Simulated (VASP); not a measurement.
**K: single point with PBEsol**

Crystal: K.

```
CELL_PARAMETERS angstrom
-2.60000 2.60000 2.60000
2.60000 -2.60000 2.60000
2.60000 2.60000 -2.60000
ATOMIC_POSITIONS crystal
K 0.00000 0.00000 0.00000
```

```
Program                : VASP 6.6.1
Task                   : single point
Functional             : PBEsol
Potentials or basis    : VASP PAW PBE potentials, release 64 (K_sv)
Cutoff                 : 520 eV
k mesh                 : 8 × 8 × 8
Occupations            : fermi-dirac, width 0.05 eV
Spin                   : no spin polarisation
Dipole correction      : no
Further INCAR settings : ALGO = Normal; EDIFF = 1e-06; NBANDS = 10
```

```yaml
Pressure: 0.0 GPa
```

Levels at points of the mesh, in eV from the Fermi level:
```
           k point  band 1  band 2  band 3  band 4  band 5  band 6  band 7  band 8  band 9
(0.00, 0.00, 0.00)  -32.00  -15.50  -15.50  -15.50   -2.26    4.31    4.31    4.31    5.26
(0.50, 0.00, 0.00)  -31.99  -15.59  -15.53  -15.50    0.41    0.68    3.14    4.94    5.80
(0.50, 0.50, 0.50)  -31.99  -15.56  -15.56  -15.56    1.62    1.62    3.56    3.56    3.56
```

Wall time 24 s on 1 thread of AMD EPYC 7R13 Processor (Zen 3) (shared host), peak memory 0.17 GiB.

Caveat: the PAW data sets were made with another functional, which shifts forces and pressure a little.
